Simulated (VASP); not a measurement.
# Y (Pm-3m) in VASP: notebook

The runs below take Y through relaxation of cell and atoms, with r2SCAN.

Program: VASP 6.6.1. These are calculated values, not measurements. Logs are shortened: lines on timing, memory, paths and dates and some standing lists are left out, and cuts for length are marked.

### Step 1. The cell of the first run

The structure is cubic, space group Pm-3m (No. 221). The conventional cell has a = 3.310 Å, b = 3.310 Å, c = 3.310 Å, α = 90.00°, β = 90.00°, γ = 90.00°. Y (site symmetry m-3m) has 6 Y at 3.31 Å within 4.4 Å.

### Step 2. Relaxation of cell and atoms, r2SCAN, target pressure 20 GPa, at which the enthalpy is minimised

Contents of POSCAR:

```
Y
1.0
    3.3100000000      0.0000000000      0.0000000000
    0.0000000000      3.3100000000      0.0000000000
    0.0000000000      0.0000000000      3.3100000000
Y
1
Direct
    0.0000000000      0.0000000000      0.0000000000
```

Contents of INCAR.step1:

```
  PREC = Accurate
  ENCUT = 600
  ISMEAR = -1
  SIGMA = 0.1
  LREAL = F
  LASPH = T
  NELM = 60
  GGA = PE
  ALGO = Normal
  EDIFF = 1E-4
  LWAVE = T
  LCHARG = F
```

Contents of INCAR.step2:

```
  PREC = Accurate
  ENCUT = 600
  EDIFF = 1E-6
  ISMEAR = -1
  SIGMA = 0.1
  LREAL = F
  LASPH = T
  NELM = 60
  ALGO = Normal
  ISIF = 3
  LWAVE = F
  LCHARG = F
  METAGGA = R2SCAN
  LMIXTAU = T
  IBRION = 2
  NSW = 80
  EDIFFG = -0.01
  PSTRESS = 200.0
  ISTART = 1
```

Contents of KPOINTS:

```
Automatic mesh
0
Gamma
  12 12 12
```

Potentials or basis: VASP PAW PBE potentials, release 64 (Y_sv).

The run is started by

```sh
> cat potpaw_PBE.64/Y_sv/POTCAR > POTCAR
> cp INCAR.step1 INCAR
> mpirun -np 1 vasp_std > vasp.out
> cp INCAR.step2 INCAR
> mpirun -np 1 vasp_std > vasp.out
```

OUTCAR:

```text
PREC = Accurate
   ENCUT = 600
   EDIFF = 1E-6
   ISMEAR = -1
   LREAL = F
   LASPH = T
   NELM = 60
   ISIF = 3
   METAGGA = R2SCAN
   IBRION = 2
   NSW = 80
   EDIFFG = -0.01
   PSTRESS = 200.0
   ISTART = 1

 ion  position               nearest neighbor table
   1  0.000  0.000  0.000-

  LATTYP: Found a simple cubic cell.
 ALAT       =     3.3100000000

  Lattice vectors:

 A1 = (   3.3100000000,   0.0000000000,   0.0000000000)
 A2 = (   0.0000000000,   3.3100000000,   0.0000000000)
 A3 = (   0.0000000000,   0.0000000000,   3.3100000000)

Analysis of symmetry for initial positions (statically):
=====================================================================
 Subroutine PRICEL returns:
 Original cell was already a primitive cell.

 Routine SETGRP: Setting up the symmetry group for a
 simple cubic supercell.

 Subroutine GETGRP returns: Found 48 space group operations
 (whereof 48 operations were pure point group operations)
 out of a pool of 48 trial point group operations.

The static configuration has the point symmetry O_h .

Analysis of symmetry for dynamics (positions and initial velocities):
=====================================================================
 Subroutine PRICEL returns:
 Original cell was already a primitive cell.

 Routine SETGRP: Setting up the symmetry group for a
 simple cubic supercell.

 Subroutine GETGRP returns: Found 48 space group operations
 (whereof 48 operations were pure point group operations)
 out of a pool of 48 trial point group operations.

The dynamic configuration has the point symmetry O_h .

 Subroutine INISYM returns: Found 48 space group operations
 (whereof 48 operations are pure point group operations),
 and found     1 'primitive' translations

----------------------------------------------------------------------------------------

                                     Primitive cell

  volume of cell :      36.2647

  direct lattice vectors                    reciprocal lattice vectors
     3.310000000  0.000000000  0.000000000     0.302114804  0.000000000  0.000000000
     0.000000000  3.310000000  0.000000000     0.000000000  0.302114804  0.000000000
     0.000000000  0.000000000  3.310000000     0.000000000  0.000000000  0.302114804

  length of vectors
     3.310000000  3.310000000  3.310000000     0.302114804  0.302114804  0.302114804

  position of ions in fractional coordinates (direct lattice)
     0.000000000  0.000000000  0.000000000

  ion indices of the primitive-cell ions
   primitive index   ion index
                 1           1

----------------------------------------------------------------------------------------

 KPOINTS: Automatic mesh

Automatic generation of k-mesh.
 Grid dimensions read from file:
 generate k-points for:   12   12   12

 Generating k-lattice:

  Cartesian coordinates                     Fractional coordinates (reciprocal lattice)
     0.025176234  0.000000000  0.000000000     0.083333333  0.000000000  0.000000000
     0.000000000  0.025176234  0.000000000     0.000000000  0.083333333  0.000000000
     0.000000000  0.000000000  0.025176234     0.000000000  0.000000000  0.083333333

  Length of vectors
     0.025176234  0.025176234  0.025176234

  Shift w.r.t. Gamma in fractional coordinates (k-lattice)
     0.000000000  0.000000000  0.000000000

 Subroutine IBZKPT returns following result:
 ===========================================

 Found     84 irreducible k-points:

 Following reciprocal coordinates:
            Coordinates               Weight
  0.000000  0.000000  0.000000      1.000000
  0.083333  0.000000  0.000000      6.000000
  0.166667  0.000000  0.000000      6.000000
  0.250000  0.000000  0.000000      6.000000
  0.333333  0.000000  0.000000      6.000000
  0.416667  0.000000  0.000000      6.000000
[... 16 lines left out ...]
  0.333333  0.333333  0.000000     12.000000
  0.416667  0.333333  0.000000     24.000000
 [... further k-points ...]
   k-points           NKPTS =     84   k-points in BZ     NKDIM =     84   number of bands    NBANDS=      9
   number of dos      NEDOS =    301   number of ions     NIONS =      1
   total plane-waves  NPLWV =  21952
   dimension x,y,z NGX =    28 NGY =   28 NGZ =   28
   dimension x,y,z NGXF=    56 NGYF=   56 NGZF=   56
   ions per type =               1
   NGX,Y,Z   is equivalent  to a cutoff of  14.06, 14.06, 14.06 a.u.
   NGXF,Y,Z  is equivalent  to a cutoff of  28.13, 28.13, 28.13 a.u.
 SYSTEM =  unknown system
   PREC   = accura    normal or accurate (medium, high low for compatibility)
   ISTART =      1    job   : 0-new  1-cont  2-samecut
   ICHARG =      0    charge: 1-file 2-atom 10-const
   ISPIN  =      1    spin polarized calculation?
   LNONCOLLINEAR =      F non collinear calculations
   LSORBIT =      F    spin-orbit coupling
   LASPH  =      T    aspherical Exc in radial PAW
   ENCUT  =  600.0 eV  44.10 Ry    6.64 a.u.   6.61  6.61  6.61*2*pi/ulx,y,z
   NELM   =     60;   NELMIN=  2; NELMDL=  0     # of ELM steps
   EDIFF  = 0.1E-05   stopping-criterion for ELM
   LREAL  =      F    real-space projection
   EDIFFG = -.1E-01   stopping-criterion for IOM
   NSW    =     80    number of steps for IOM
   IBRION =      2    ionic relax: 0-MD 1-quasi-New 2-CG
   NFREE  =      1    steps in history (QN), initial steepest desc. (CG)
   ISIF   =      3    stress and relaxation
   ISYM   =      2    0-nonsym 1-usesym 2-fastsym
   POTIM  = 0.5000    time-step for ionic-motion
   TEBEG  =    0.0;   TEEND  =   0.0 temperature during run
   PSTRESS=  200.0 pullay stress
   NELECT =      11.0000    total number of electrons
   NUPDOWN=      -1.0000    fix difference up-down
   EMIN   =  10.00;   EMAX   =-10.00  energy-range for DOS
   EFERMI =   0.00;   METHOD = LEGACY
   ISMEAR =    -1;   SIGMA  =   0.10  broadening in eV -4-tet -1-fermi 0-gaus
   EFERMI_NEDOS =   21; number of points for ismear=-14 and -15
   IALGO  =     38    algorithm
   IMIX   =      4    mixing-type and parameters
     AMIX     =   0.40;   BMIX     =  1.00
     AMIX_MAG =   1.60;   BMIX_MAG =  1.00
  volume/ion in A,a.u.               =      36.26       244.73
  Fermi-wavevector in a.u.,A,eV,Ry     =   1.099962  2.078627 16.461916  1.209917
  Thomas-Fermi vector in A             =   2.236365
   LORBIT       =      0    0 simple, 1 ext, 2 COOP (PROOUT), +10 PAW based schemes
   METAGGA = R2SCAN    functional components
   LHFCALC =     F    Hartree Fock is set to
   AEXX    =    0.0000 exact exchange contribution
   IVDW    =     0    specifies the selected vdW correction
   LEPSILON=     F    determine dielectric tensor
   LRPA    =     F    only Hartree local field effects (RPA)
 conjugate gradient relaxation of ions
 non-spin polarized calculation
  energy-cutoff  :      600.00
  volume of cell :       36.26
 maximum number of plane-waves:      1233
 NGX is ok and might be reduce to    28
   NGX = 13   NGY = 13   NGZ = 13

--------------------------------------- Ionic step        1  -------------------------------------------

 number of electron      10.9999999 magnetization

 Free energy of the ion-electron system (eV)
  ---------------------------------------------------
  ext. energy  EPLUGINS =         0.00000000
  ---------------------------------------------------
  free energy    TOTEN  =       -19.44492809 eV

  energy without entropy =      -19.36496865  energy(sigma->0) =      -19.40494837

 E-fermi :   2.6648     XC(G=0):  -9.6219

 val. band max:        2.6639710327   @ k =   0.3333   0.0000   0.0000
 cond. band min:       2.6677740942   @ k =   0.1667   0.1667   0.0833
 fundamental gap:      0.0038030615
 Fermi energy:         2.6648385348

 k-point     1 :       0.0000    0.0000    0.0000
  band No.  band energies     occupation
      1     -42.0935      2.00000
      2     -21.1164      2.00000
      3     -21.1164      2.00000
      4     -21.1164      2.00000
      5      -2.0622      2.00000
      6       2.1377      1.98978
      7       2.1377      1.98978
      8       7.8792      0.00000
      9       7.8792      0.00000
[... 265 lines left out ...]
 k-point    24 :       0.4167    0.3333    0.0000
  band No.  band energies     occupation
      1     -41.9941      2.00000
      2     -21.6424      2.00000
      3     -21.5193      2.00000
      4     -21.0228      2.00000
      5       1.0594      2.00000
      6       2.4379      1.81260
      7       4.8072      0.00000
      8       5.5261      0.00000
      9       5.9762      0.00000

 [... further k-points ...]
[... 5 lines left out ...]
  --------------------------------------------------------------------------------------
  -------------------------------------------------------------------------------------
  Total       -0.2131010     -0.2131010     -0.2131010     -0.0000000     -0.0000000     -0.0000000
  in kB       -9.4148196     -9.4148196     -9.4148196     -0.0000000     -0.0000000     -0.0000000
  external PRESSURE =    -209.4148196 kB  Pullay stress =     200.0000000 kB
[... 207 lines left out ...]
  enthalpy is  TOTEN    =       -16.0155712977 eV   P V=        2.9142498825

--------------------------------------- Ionic step        7  -------------------------------------------

 number of electron      11.0000000 magnetization

 Free energy of the ion-electron system (eV)
  ---------------------------------------------------
  ext. energy  EPLUGINS =         0.00000000
  ---------------------------------------------------
  free energy    TOTEN  =       -18.92542809 eV

  energy without entropy =      -18.87084790  energy(sigma->0) =      -18.89813800

 E-fermi :   5.1543     XC(G=0): -11.5639

 val. band max:        5.1530540991   @ k =   0.2500   0.1667   0.0833
 cond. band min:       5.1775488981   @ k =   0.3333   0.3333   0.3333
 fundamental gap:      0.0244947990
 Fermi energy:         5.1543333671

 k-point     1 :       0.0000    0.0000    0.0000
  band No.  band energies     occupation
      1     -39.1549      2.00000
      2     -17.4427      2.00000
      3     -17.4427      2.00000
      4     -17.4427      2.00000
      5       0.0764      2.00000
      6       3.8042      2.00000
      7       3.8042      2.00000
      8      13.0309      0.00000
      9      13.0309      0.00000
[... 265 lines left out ...]
 k-point    24 :       0.4167    0.3333    0.0000
  band No.  band energies     occupation
      1     -38.6538      2.00000
      2     -19.2036      2.00000
      3     -18.7938      2.00000
      4     -17.0948      2.00000
      5       2.3763      2.00000
      6       5.2864      0.42145
      7       9.3057      0.00000
      8       9.6929      0.00000
      9      10.4453      0.00000

 [... further k-points ...]
[... 5 lines left out ...]
  --------------------------------------------------------------------------------------
  -------------------------------------------------------------------------------------
  Total        2.9118051      2.9118051      2.9118051     -0.0000000      0.0000000      0.0000000
  in kB      200.1348040    200.1348040    200.1348040     -0.0000000      0.0000000      0.0000000
  external PRESSURE =       0.1348040 kB  Pullay stress =     200.0000000 kB
[... 16 lines left out ...]
  FREE ENERGIE OF THE ION-ELECTRON SYSTEM (eV)
  ---------------------------------------------------
  free  energy   TOTEN  =       -18.9254280904 eV

  energy  without entropy=      -18.8708479021  energy(sigma->0) =      -18.89813800

  enthalpy is  TOTEN    =       -16.0155842686 eV   P V=        2.9098438219

 reached required accuracy - stopping structural energy minimisation
```

Wall time 12 min (1 thread of Intel Xeon Platinum 8488C (Sapphire Rapids), shared host); peak memory 0.24 GiB.

Results:

```
Free energy                                            : -18.9254 eV
Relaxed volume                                         : 23.31 Å³/atom
Relaxed cell                                           : a = 2.857 Å, b = 2.857 Å, c = 2.857 Å, α = 90.00°, β = 90.00°, γ = 90.00°
Space group after relaxing (to 0.05 Å)                 : Pm-3m (No. 221)
Energy change on relaxing (the enthalpy is what falls) : +519.5 meV/atom
Ionic steps                                            : 7
Pressure after relaxing                                : 20.0 GPa
```

The path:
```tsv
step	energy change (eV)	largest force (eV/Å)	pressure (GPa)	volume (Å³)
1	0.0000	0.0000	-0.94	36.26
2	2.1998	0.0000	73.23	16.64
3	0.4556	0.0000	18.27	23.85
4	0.4973	0.0000	19.33	23.49
5	0.5242	0.0000	20.16	23.27
6	0.5151	0.0000	19.85	23.35
7	0.5195	0.0000	20.01	23.31
```

Final structure:
```
CELL_PARAMETERS angstrom
2.85660 0.00000 0.00000
0.00000 2.85660 0.00000
0.00000 0.00000 2.85660
ATOMIC_POSITIONS crystal
Y 0.00000 0.00000 0.00000
```

Caveat: the cell is relaxed towards a set pressure, so the enthalpy falls and the energy may rise; the volume moved by over 15 % at a fixed basis, so the end points are rough; the PAW data sets were made with another functional, which shifts forces and pressure a little.

### Step 3. Relaxation of cell and atoms, r2SCAN, target pressure 40 GPa, at which the enthalpy is minimised

POSCAR is that of step 2.

Contents of INCAR.step1:

```
PREC = Accurate
ENCUT = 600
ISMEAR = -1
SIGMA = 0.1
LREAL = False
LASPH = True
NELM = 60
GGA = PE
ALGO = Normal
EDIFF = 1E-4
LWAVE = True
LCHARG = False
```

Contents of INCAR.step2:

```
PREC = Accurate
ENCUT = 600
EDIFF = 1E-7
ISMEAR = -1
SIGMA = 0.1
LREAL = False
LASPH = True
NELM = 60
ALGO = Normal
ISIF = 3
LWAVE = False
LCHARG = False
METAGGA = R2SCAN
LMIXTAU = True
IBRION = 2
NSW = 80
EDIFFG = -0.01
PSTRESS = 400.0
ISTART = 1
```

KPOINTS is that of step 2.

Potentials or basis: VASP PAW PBE potentials, release 64 (Y_sv).

The run is started by

```sh
> cat potpaw_PBE.64/Y_sv/POTCAR > POTCAR
> cp INCAR.step1 INCAR
> mpirun -np 1 vasp_std > vasp.out
> cp INCAR.step2 INCAR
> mpirun -np 1 vasp_std > vasp.out
```

It took 20 min on 1 thread of Intel Xeon Platinum 8488C (Sapphire Rapids), shared host; peak memory 0.29 GiB.

The run converged. Its results:

- Free energy: -18.2631 eV
- Relaxed volume: 19.63 Å³/atom
- Relaxed cell: a = 2.697 Å, b = 2.697 Å, c = 2.697 Å, α = 90.00°, β = 90.00°, γ = 90.00°
- Space group after relaxing (to 0.05 Å): Pm-3m (No. 221)
- Energy change on relaxing (the enthalpy is what falls): +1181.9 meV/atom
- Ionic steps: 9
- Pressure after relaxing: 40.0 GPa

The path:
```tsv
step	energy change (eV)	largest force (eV/Å)	pressure (GPa)	volume (Å³)
1	0.0000	0.0000	-0.95	36.26
2	32.8874	0.0000	2158.31	6.13
3	0.0225	0.0000	2.87	31.50
4	0.1196	0.0000	7.40	28.33
5	1.3761	0.0000	45.99	18.90
6	1.1366	0.0000	38.63	19.81
7	1.2019	0.0000	40.63	19.55
8	1.1541	0.0000	39.14	19.74
9	1.1819	0.0000	39.99	19.63
```

Final structure:
```
CELL_PARAMETERS angstrom
2.69741 0.00000 0.00000
0.00000 2.69741 0.00000
0.00000 0.00000 2.69741
ATOMIC_POSITIONS crystal
Y 0.00000 0.00000 0.00000
```

Levels at points of the mesh, in eV from the Fermi level:
```
           k point  band 2  band 3  band 4  band 5  band 6  band 7  band 8  band 9
(0.00, 0.00, 0.00)  -22.07  -22.07  -22.07   -4.88   -1.78   -1.78    9.24    9.24
(0.50, 0.00, 0.00)  -25.33  -21.73  -21.73   -0.93   -0.39    1.50    4.05    4.05
(0.50, 0.50, 0.00)  -24.73  -24.73  -21.42   -4.63    1.08    5.25    5.25    7.63
(0.50, 0.50, 0.50)  -24.21  -24.21  -24.21   -2.25   -2.25   -2.25    5.62   12.85
```

Caveat: the cell is relaxed towards a set pressure, so the enthalpy falls and the energy may rise; the volume moved by over 15 % at a fixed basis, so the end points are rough; the PAW data sets were made with another functional, which shifts forces and pressure a little.
